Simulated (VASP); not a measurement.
LiH: single point with PBE

The system is LiH.

```
Li H
1.0
     2.96594    0.00000    0.00000
     0.00000    2.96594    0.00000
     0.00000    0.00000    4.58468
Li H
2 2
Direct
  0.00000 0.50000 0.50000
  0.50000 0.00000 0.00000
  0.50000 0.50000 0.25000
  0.50000 0.50000 0.75000
```

The cell was generated, and may not be a known phase.

```json
{
  "Program": "VASP 6.6.1",
  "Task": "single point",
  "Functional": "PBE",
  "Potentials or basis": "VASP PAW PBE potentials, release 64 (Li_sv, H)",
  "Cutoff": "520 eV",
  "k mesh": "6 × 6 × 4",
  "Occupations": "gaussian, width 0.1 eV",
  "Spin": "no spin polarisation",
  "Dipole correction": "no",
  "Further INCAR settings": "ALGO = Normal; EDIFF = 1e-06; NBANDS = 12"
}
```

| Quantity | Value |
| --- | --- |
| Band gap on the k mesh | zero (bands 4 and 5 overlap by 0.67 eV) |

Levels at points of the mesh, in eV from the Fermi level:
```csv
k point,band 2,band 3,band 4,band 5,band 6,band 7
"(0.00, 0.00, 0.00)",-46.00,-6.22,-3.03,3.94,7.01,8.90
"(0.50, 0.00, 0.00)",-46.00,-4.70,-1.09,-0.13,4.82,6.33
"(0.50, 0.50, 0.00)",-46.00,-3.74,0.54,2.53,4.90,4.90
"(0.00, 0.00, 0.50)",-46.01,-5.04,-5.04,7.65,7.65,10.48
"(0.50, 0.00, 0.50)",-46.00,-4.00,-2.61,0.23,3.13,10.04
"(0.50, 0.50, 0.50)",-46.00,-2.22,-2.22,4.28,4.28,4.53
```

Wall time 5.5 s on 1 thread of Intel(R) Xeon(R) 6975P-C (Granite Rapids) (shared host), peak memory 0.14 GiB.
